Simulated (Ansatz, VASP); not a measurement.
# Two plane-wave programs on WS2

File INCAR:

```
SYSTEM = WS2
PREC = Accurate ; ENCUT = 520
EDIFF = 1E-6 ; ISMEAR = 0
SIGMA = 0.05 ; LREAL = .FALSE.
LASPH = .TRUE. ; NELM = 80
ALGO = Normal ; ISIF = 2
LWAVE = .FALSE. ; LCHARG = .TRUE.
GGA = PS ; LELF = .TRUE.
LVHAR = .TRUE. ; NBANDS = 20
```

Contents of KPOINTS:

```
Automatic mesh
0
G
  12 12 2
  0 0 0
```

The input POSCAR:

```
WS2
1.0
    3.1835163552      0.0000000000      0.0000000000
   -1.5917581776      2.7570060369      0.0000000000
    0.0000000000      0.0000000000     16.9505778900
W S
1 2
Direct
    0.3127910985      0.6666666667      0.0000000000
    0.7255638040      0.3333333333      0.9079994900
    0.7255638040      0.3333333333      0.0920005100
```

Input for Ansatz:

```yaml
crystal:
  lattice:
    - [3.1835163552, 0.0, 0.0]
    - [-1.5917581776, 2.7570060369, 0.0]
    - [0.0, 0.0, 16.95057789]
  atoms:
    - { symbol: W, position: [0.3127910985, 0.6666666667, 0.0] }
    - { symbol: S, position: [0.725563804, 0.3333333333, 0.90799949] }
    - { symbol: S, position: [0.725563804, 0.3333333333, 0.09200051] }
basis:
  ecutwfc: 420
kpoints:
  mp_grid: { grid: [12, 12, 2] }
hamiltonian:
  xc: pbesol
scf:
  occupations: { method: gaussian, width: 0.05 }
output:
  forces: true
  stress: true
  eigenvalues: true
  write_density: true
  write_potential: true
  elf: true
  volumetric_format: npy
```

Change from the starting cell: mode 6 (348.2 1/cm) frozen in, largest displacement +0.188 Å.

Alike in both runs: task single point; functional PBEsol; k mesh 12 × 12 × 2; occupations gaussian, width 0.05 eV; no spin polarisation.

```csv
,VASP,Ansatz
version,VASP 6.6.1,Ansatz 0.2.0
potentials or method,"VASP PAW PBE potentials, release 64 (W_sv, S), cutoff 520 eV","scalar-relativistic, plane waves, PAW"
valence electrons in the cell,26,26
```

Ansatz gave:

* gap on the k mesh at the Fermi level (eV): 1.37
* least direct gap on the mesh (eV): 1.61
* rms of the force components (eV/Å): 2.105

Which values does VASP return?

gap on the k mesh at the Fermi level (eV): 1.37; least direct gap on the mesh (eV): 1.62; rms of the force components (eV/Å): 2.108.

VASP's potentials were made for PBE, not for PBEsol. Atom by atom the forces differ by 0.010 eV/Å (rms over components). The functional is the same, so the differences come from potentials, cutoffs and numerics. Ansatz's warnings: xc potential rough in thin density.

Neither program's run includes spin-orbit coupling.
